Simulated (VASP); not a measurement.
Wanted: the native input for a VASP 6.6.1 run.

```
Task                   : single point
Functional             : PBEsol
Potentials or basis    : VASP PAW PBE potentials, release 64 (Al, H)
Cutoff                 : 520 eV
k mesh                 : 2 × 2 × 2
Occupations            : fermi-dirac, width 0.1 eV
Spin                   : no spin polarisation
Dipole correction      : no
Further INCAR settings : LREAL = Auto; ALGO = Normal; EDIFF = 1e-07; NBANDS = 70
```

The structure of Al32H (a cell with a defect) lies in POSCAR:

```
Al32H
1.0
    8.1000000000      0.0000000000      0.0000000000
    0.0000000000      8.1000000000      0.0000000000
    0.0000000000      0.0000000000      8.1000000000
Al H
32 1
Direct
    0.5156419753     -0.0073209877     -0.0301604938
    0.7422962963      0.2430493827      0.0052839506
    0.7512839506      0.0100000000      0.2659506173
    0.0717777778     -0.0156790123     -0.0117283951
    0.2708395062      0.2404074074      0.0132098765
    0.4987654321      0.4903950617      0.0121728395
    0.7469382716      0.7800864198      0.0262098765
    0.2648148148      0.0154691358      0.2420493827
    0.5156049383      0.2502962963      0.2391234568
    0.7583086420      0.5132716049      0.2517901235
    0.4769629630      0.0055185185      0.4884567901
    0.7659876543      0.2187283951      0.5184938272
    0.8074320988      0.0052469136      0.7894691358
    0.0162345679      0.5080987654     -0.0071604938
    0.2593456790      0.7317530864     -0.0056913580
   -0.0327654321      0.2457407407      0.2561851852
    0.2340370370      0.5019259259      0.2395555556
    0.4496296296      0.7692716049      0.2443456790
    0.0105925926     -0.0410493827      0.5082345679
    0.2257407407      0.2605555556      0.5097777778
    0.4969629630      0.5359753086      0.4823703704
    0.7397160494      0.7608148148      0.4721111111
    0.2799753086     -0.0157283951      0.7416543210
    0.4752469136      0.2686790123      0.7203827160
    0.7174691358      0.4920123457      0.7603703704
   -0.0042839506      0.7579382716      0.2413950617
   -0.0093086420      0.4952592593      0.4817901235
    0.2392469136      0.7431111111      0.5087901235
   -0.0104938272      0.2747777778      0.7615925926
    0.2490246914      0.4977283951      0.7512098765
    0.4901234568      0.7286790123      0.7551234568
   -0.0136543210      0.7346049383      0.7686913580
    0.6194567901      0.6425555556      0.1266296296
```

The input as run:

INCAR

```
SYSTEM = Al32H
  PREC = Accurate
  ENCUT = 520
  EDIFF = 1E-7
  ISMEAR = -1
  SIGMA = 0.1
  LREAL = Auto
  LASPH = .TRUE.
  NELM = 100
  ALGO = Normal
  ISIF = 2
  LWAVE = .FALSE.
  LCHARG = .TRUE.
  GGA = PS
  LELF = .TRUE.
  LVHAR = .TRUE.
  NBANDS = 70
```

KPOINTS

```
Automatic mesh
0
G
  2 2 2
  0 0 0
```

Potentials or basis: VASP PAW PBE potentials, release 64 (Al, H).

Command:

```bash
$ cat potpaw_PBE.64/Al/POTCAR potpaw_PBE.64/H/POTCAR > POTCAR
$ mpirun -np 1 vasp_std > vasp.out
```

Results of the run:

```yaml
Pressure: 2.6 GPa
Largest_force: 1.534 eV/Å
```

Caveat: the k points lie up to 0.39 Å⁻¹ apart; the PAW data sets were made with another functional, which shifts forces and pressure a little.

It took 3.6 min on 1 thread of Intel(R) Xeon(R) 6975P-C (Granite Rapids), with other jobs on the host, peak memory 0.55 GiB.
